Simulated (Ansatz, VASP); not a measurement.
# Cs: VASP beside Ansatz

```
Cs
1.0
     5.62163    0.00000    0.00000
    -2.81081    4.86847    0.00000
     0.00000    0.00000   18.43729
Cs
4
Direct
  0.00000 0.00000 0.00000
  0.00000 0.00000 0.50000
  0.33333 0.66667 0.25000
  0.66667 0.33333 0.75000
```

Alike in both runs: task single point; functional PBE; k mesh 8 × 8 × 2; occupations fermi-dirac, width 0.1 eV; no spin polarisation.

```csv
,VASP,Ansatz
version,VASP 6.6.1,Ansatz 0.2.0
potentials or method,"VASP PAW PBE potentials, release 64 (Cs_sv), cutoff 520 eV","plane waves (420 eV) with PAW, scalar-relativistic"
valence electrons in the cell,36,36
```

```csv
,VASP,Ansatz,Ansatz less VASP
pressure (GPa),-0.1,-0.1,+0.01
```

Neither program's run includes spin-orbit coupling.
